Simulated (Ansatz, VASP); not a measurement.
Given: the input of a run of Ansatz 0.2.0 on Mg6BiB.

The input input.yaml:

```yaml
crystal:
  lattice:
    - [3.884742, 0.0, 0.0]
    - [0.0, 4.390967, 5.119517]
    - [0.0, -4.390967, 5.119517]
  atoms:
    - { symbol: Bi, position: [0.490516, 0.391665, 0.384766] }
    - { symbol: Mg, position: [-0.005985, 0.15032, 0.140438] }
    - { symbol: Mg, position: [0.002943, 0.637688, 0.633312] }
    - { symbol: Mg, position: [0.001338, 0.717663, 0.051651] }
    - { symbol: Mg, position: [0.006458, 0.052555, 0.722936] }
    - { symbol: Mg, position: [0.495234, 0.884744, 0.407049] }
    - { symbol: Mg, position: [0.502938, 0.404847, 0.879933] }
    - { symbol: B, position: [0.490375, 0.773751, 0.781881] }
hamiltonian:
  xc: pbe
  pseudopotentials: { kind: paw }
kpoints:
  mp_grid: { grid: [7, 4, 4] }
scf:
  occupations: { method: fermi_dirac, width: 0.05 }
output:
  forces: true
  stress: true
  eigenvalues: true
```

Potentials or basis: Ansatz PAW.

The run is started by

```console
$ ansatz run input.yaml --threads 4 --pin off --max-ram 10240MiB --backend cpu --events-out ev --progress --plain --runs-dir out
```

Problem. Translate it to VASP 6.6.1. Potentials there: VASP PAW PBE potentials, release 64 (Bi_d, Mg, B).

Solution. As run (the cutoff follows the program's own potentials):

The input INCAR:

```
SYSTEM = Mg6BiB
ALGO     = Fast           ! electronic algorithm
EDIFF    = 1E-7           ! SCF threshold, eV
ENCUT    = 520            ! plane-wave cutoff, eV
GGA      = PE             ! functional
ISIF     = 2              ! what is computed and relaxed
ISMEAR   = -1             ! smearing method
LASPH    = .True.         ! aspherical terms in the spheres
LCHARG   = .True.         ! write CHGCAR
LELF     = .True.         ! ELF
LREAL    = .False.        ! projectors in reciprocal space
LVHAR    = .True.       
LWAVE    = .False.        ! write WAVECAR
NBANDS   = 25             ! bands
NELM     = 60             ! most SCF steps
PREC     = Accurate       ! precision mode
SIGMA    = 0.05           ! smearing width, eV
```

The input KPOINTS:

```
k-points
0
Gamma
  7 4 4
  0 0 0
```

POSCAR

```
Mg6BiB
1.0
    3.8847420000      0.0000000000      0.0000000000
    0.0000000000      4.3909670000      5.1195170000
    0.0000000000     -4.3909670000      5.1195170000
Bi Mg B
1 6 1
Direct
    0.4905160000      0.3916650000      0.3847660000
   -0.0059850000      0.1503200000      0.1404380000
    0.0029430000      0.6376880000      0.6333120000
    0.0013380000      0.7176630000      0.0516510000
    0.0064580000      0.0525550000      0.7229360000
    0.4952340000      0.8847440000      0.4070490000
    0.5029380000      0.4048470000      0.8799330000
    0.4903750000      0.7737510000      0.7818810000
```

Potentials or basis: VASP PAW PBE potentials, release 64 (Bi_d, Mg, B).

The run is started by

```console
$ cat potpaw_PBE.64/Bi_d/POTCAR potpaw_PBE.64/Mg/POTCAR potpaw_PBE.64/B/POTCAR > POTCAR
$ mpirun -np 1 vasp_std > vasp.out
```

Both were run:

|  | VASP | Ansatz | Ansatz less VASP |
| --- | --- | --- | --- |
| gap on the k mesh at the Fermi level (eV) | none | none | - |
| pressure (GPa) | -0.5 | -0.4 | +0.12 |
| traceless stress, the component that is largest in VASP (GPa) | -0.53 | -0.52 | +0.010 |
| rms of the force components (eV/Å) | 0.138 | 0.138 | +0.0003 |

Atom by atom the forces differ by 0.001 eV/Å (rms over components). A gap of «none» marks a metal or a gap that the smearing closes. VASP's potentials hold 30 valence electrons a cell and Ansatz's 78, so a difference there can come from the potentials and not from the codes.

Neither program's run includes spin-orbit coupling.
